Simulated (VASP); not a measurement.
# Sn (Fd-3m) in VASP: notebook, part 2 of 2

VASP 6.6.1. The steps go on from the part before.

## (3) Single point, PBE

This run uses another cell than the first one, of 36.90 Å³/atom.

Contents of INCAR:

```
  PREC = Accurate
  ENCUT = 520
  EDIFF = 1E-6
  ISMEAR = 0
  SIGMA = 0.1
  LREAL = False
  LASPH = True
  NELM = 60
  ALGO = Fast
  ISIF = 2
  LWAVE = False
  LCHARG = False
  GGA = PE
  NBANDS = 36
```

Contents of KPOINTS:

```
Automatic mesh
0
Gamma
  12 12 8
```

Contents of POSCAR:

```
Sn
1.0
    3.3291058914      3.3291058914      0.0000000000
   -3.3291058914      3.3291058914      0.0000000000
    0.0000000000      0.0000000000      6.6582117828
Sn
4
Direct
    0.0000000000      0.0000000000      0.5000000000
    0.0000000000      0.5000000000      0.2500000000
    0.5000000000      0.5000000000      0.0000000000
    0.5000000000      0.0000000000      0.7500000000
```

Potentials or basis: VASP PAW PBE potentials, release 64 (Sn_d).

Launch:

```bash
> cat potpaw_PBE.64/Sn_d/POTCAR > POTCAR
> mpirun -np 1 vasp_std > vasp.out
```

OUTCAR:

```text
PREC = Accurate
   ENCUT = 520
   EDIFF = 1E-6
   ISMEAR = 0
   LREAL = False
   LASPH = True
   NELM = 60
   ISIF = 2
   GGA = PE

 ion  position               nearest neighbor table
   1  0.000  0.000  0.500-   2 2.88   4 2.88   2 2.88   4 2.88
   2  0.000  0.500  0.250-   1 2.88   3 2.88   1 2.88   3 2.88
   3  0.500  0.500  0.000-   2 2.88   4 2.88   4 2.88   2 2.88
   4  0.500  0.000  0.750-   1 2.88   3 2.88   3 2.88   1 2.88

  LATTYP: Found a simple tetragonal cell.
 ALAT       =     4.7080667022
 C/A-ratio  =     1.4142135624

  Lattice vectors:

 A1 = (   3.3291058914,   3.3291058914,   0.0000000000)
 A2 = (  -3.3291058914,   3.3291058914,   0.0000000000)
 A3 = (   0.0000000000,   0.0000000000,   6.6582117828)

Analysis of symmetry for initial positions (statically):
=====================================================================
 Subroutine PRICEL returns following result:

  LATTYP: Found a face centered cubic cell.
[... 189 lines left out ...]
  free energy    TOTEN  =       -15.38655397 eV

  energy without entropy =      -15.38468634  energy(sigma->0) =      -15.38562016

 E-fermi :   4.8491     XC(G=0):  -8.5431

 val. band max:        4.8355088111   @ k =   0.4167   0.0000   0.3750
 cond. band min:       4.9127694947   @ k =   0.0833   0.0000   0.0000
 fundamental gap:      0.0772606836
 Fermi energy:         4.8491053352

 k-point     1 :       0.0000    0.0000    0.0000
  band No.  band energies     occupation
      1     -16.7329      2.00000
      2     -16.7329      2.00000
      3     -16.6906      2.00000
      4     -16.6906      2.00000
      5     -16.6906      2.00000
      6     -16.6410      2.00000
[... 925 lines left out ...]
     35      11.0667      0.00000
     36      11.1222      0.00000

 [... further k-points ...]

------------------------ aborting loop because EDIFF is reached ----------------------------------------

  FORCE on cell =-STRESS in cart. coord.  units (eV):
  Direction    XX          YY          ZZ          XY          YZ          ZX
  --------------------------------------------------------------------------------------
  -------------------------------------------------------------------------------------
  Total       -0.0872175     -0.0872175     -0.0929354      0.0000000      0.0000000      0.0000000
  in kB       -0.9468291     -0.9468291     -1.0089019      0.0000000      0.0000000      0.0000000
  external PRESSURE =      -0.9675200 kB  Pullay stress =       0.0000000 kB

 VOLUME and BASIS-vectors are now :
 -----------------------------------------------------------------------------
  energy-cutoff  :      520.00
  volume of cell :      147.59
      direct lattice vectors                 reciprocal lattice vectors
     3.329105891  3.329105891  0.000000000     0.150190476  0.150190476  0.000000000
    -3.329105891  3.329105891  0.000000000    -0.150190476  0.150190476  0.000000000
     0.000000000  0.000000000  6.658211783     0.000000000  0.000000000  0.150190476

 POSITION                                       TOTAL-FORCE (eV/Angst)
 -----------------------------------------------------------------------------------
      0.00000      0.00000      3.32911        -0.000000      0.000000     -0.000000
     -1.66455      1.66455      1.66455         0.000000     -0.000000      0.000000
      0.00000      3.32911      0.00000         0.000000      0.000000      0.000000
      1.66455      1.66455      4.99366         0.000000     -0.000000     -0.000000
 -----------------------------------------------------------------------------------
    total drift:                               -0.000000      0.000000      0.000000

  FREE ENERGIE OF THE ION-ELECTRON SYSTEM (eV)
  ---------------------------------------------------
  free  energy   TOTEN  =       -15.3865539740 eV

  energy  without entropy=      -15.3846863418  energy(sigma->0) =      -15.38562016
```

OSZICAR:

```text
N       E                     dE             d eps       ncg     rms          rms(c)
DAV:   1     0.558314316814E+03    0.55831E+03   -0.28679E+04 10216   0.221E+03
DAV:   2     0.622426690311E+02   -0.49607E+03   -0.48811E+03 10080   0.569E+02
DAV:   3    -0.118416684734E+02   -0.74084E+02   -0.73203E+02 11352   0.195E+02
DAV:   4    -0.153699180739E+02   -0.35282E+01   -0.35194E+01 11468   0.477E+01
DAV:   5    -0.154709921607E+02   -0.10107E+00   -0.10106E+00 12696   0.822E+00    0.406E+00
RMM:   6    -0.154100750667E+02    0.60917E-01   -0.51495E-02 11884   0.217E+00    0.242E+00
RMM:   7    -0.153803374271E+02    0.29738E-01   -0.96530E-02 12002   0.268E+00    0.218E-01
RMM:   8    -0.153850056238E+02   -0.46682E-02   -0.22775E-02 11832   0.121E+00    0.729E-02
RMM:   9    -0.153862303411E+02   -0.12247E-02   -0.10222E-02 15219   0.752E-01    0.759E-02
RMM:  10    -0.153865194208E+02   -0.28908E-03   -0.14939E-03 15075   0.251E-01    0.285E-02
RMM:  11    -0.153865469695E+02   -0.27549E-04   -0.20675E-04 13934   0.964E-02    0.874E-03
RMM:  12    -0.153865531925E+02   -0.62229E-05   -0.67789E-05 15412   0.457E-02    0.208E-03
RMM:  13    -0.153865545614E+02   -0.13689E-05   -0.80148E-06 10649   0.208E-02    0.173E-03
RMM:  14    -0.153865539740E+02    0.58743E-06   -0.28817E-06  7818   0.134E-02
   1 F= -.15386554E+02 E0= -.15385620E+02  d E =-.186763E-02
```

stdout:

```text
POSCAR found type information on POSCAR Sn
 POSCAR found :  1 types and       4 ions
 scaLAPACK will be used
 LDA part: xc-table for (Slater+PW92), standard interpolation
 POSCAR, INCAR and KPOINTS ok, starting setup
 FFT: planning ... GRIDC
 FFT: planning ... GRID_SOFT
 FFT: planning ... GRID
 WAVECAR not read
 entering main loop
WARNING in EDDRMM: call to ZHEGV failed, returncode =   6  3     35
WARNING in EDDRMM: call to ZHEGV failed, returncode =   6  3     34
WARNING in EDDRMM: call to ZHEGV failed, returncode =   8  4     35
WARNING in EDDRMM: call to ZHEGV failed, returncode =   6  3     36
```

Run time: 13 min. Hardware: 1 thread of Oxide Virtual Turin-like, shared host; peak memory 0.57 GiB.

What came out:

```
Free energy            : -15.3866 eV
Pressure               : -0.1 GPa
Band gap on the k mesh : zero (bands 28 and 29 overlap by 0.23 eV)
```

Levels at points of the mesh, in eV from the Fermi level:
```csv
k point,band 25,band 26,band 27,band 28,band 29,band 30,band 31,band 32
"(0.00, 0.00, 0.00)",-2.21,-1.15,0.10,0.10,0.10,0.91,0.91,2.16
"(0.50, 0.00, 0.00)",-2.70,-2.70,-1.05,-1.05,1.44,1.44,3.83,3.83
"(0.50, 0.50, 0.00)",-2.21,-2.21,-2.21,-2.21,0.91,0.91,0.91,0.91
"(0.00, 0.00, 0.50)",-1.42,-1.42,-1.42,-1.42,1.06,1.06,2.01,2.01
"(0.50, 0.00, 0.50)",-0.99,-0.99,-0.99,-0.99,-0.14,-0.14,3.21,3.21
"(0.50, 0.50, 0.50)",-2.72,-2.72,-2.72,-2.72,3.21,3.21,3.21,3.21
```

Caveat: spin-orbit coupling is left out, which moves the levels of the heavy elements.

The gap in the log of VASP goes by the Fermi energy; the results here count the filled bands.